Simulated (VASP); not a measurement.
Wanted: the native input for a VASP 6.6.1 run.

```
Task                   : single point
Functional             : PBE
Dispersion             : D3(BJ)
Potentials or basis    : VASP PAW PBE potentials, release 64 (Si, O)
Cutoff                 : 520 eV
k mesh                 : 7 × 4 × 1
Occupations            : gaussian, width 0.05 eV
Spin                   : collinear spin, ferromagnetic start
Starting moments       : [0.0, 0.0, 0.0, 0.0, 0.0, 0.0, 0.0, 0.0, 2.0] μB
Dipole correction      : yes
Further INCAR settings : ALGO = Normal; EDIFF = 1e-07; NBANDS = 33
```

The structure of Si8O lies in POSCAR:

```
Si8O
1.0
    3.8155170209      0.0000000000      0.0000000000
    0.0000000000      6.3129357835      0.0000000000
    0.0000000000      0.0000000000     21.3318711348
Si O
8 1
Direct
    0.0000000000      0.9369021389      0.1875128522
    0.0000000000      0.5630978611      0.1875128522
    0.5000000000      0.4369021389      0.2391466205
    0.5000000000      0.0630978611      0.2391466205
    0.5000000000      0.9332664455      0.3430438269
    0.5000000000      0.5667335545      0.3430438269
    0.0000000000      0.4266292811      0.3858954089
    0.0000000000      0.0733707189      0.3858954089
    0.5000000000      0.5932959478      0.5030909416
```

One way to write it, as run:

INCAR

```
PREC = Accurate
ENCUT = 520
EDIFF = 1E-7
ISMEAR = 0
SIGMA = 0.05
LREAL = False
LASPH = True
NELM = 150
ALGO = Normal
ISIF = 2
LWAVE = False
LCHARG = False
ISPIN = 2
MAGMOM = 0 0 0 0 0 0 0 0 2
LORBIT = 11
LDIPOL = True
IDIPOL = 3
DIPOL = 0.5 0.5 0.313
GGA = PE
IVDW = 12
NBANDS = 33
```

KPOINTS

```
Automatic mesh
0
Gamma
  7 4 1
```

Potentials or basis: VASP PAW PBE potentials, release 64 (Si, O).

The run is started by

```bash
$ cat potpaw_PBE.64/Si/POTCAR potpaw_PBE.64/O/POTCAR > POTCAR
$ mpirun -np 1 vasp_std > vasp.out
```

Results of the run:

The largest force is 0.974 eV/Å. The net moment is 1.53 μB per cell. The site moments are Si -0.01, +0.00, -0.00, +0.01 (each value once); O +1.29 μB and the valence electrons inside the program's atomic spheres are Si 1.64, 1.67, 1.70, 1.66, 1.69 (each value once); O 4.61. The dispersion energy per atom is -0.241 eV.

It took 12 min on 1 thread of Intel(R) Xeon(R) 6975P-C (Granite Rapids) (shared host), peak memory 0.83 GiB.
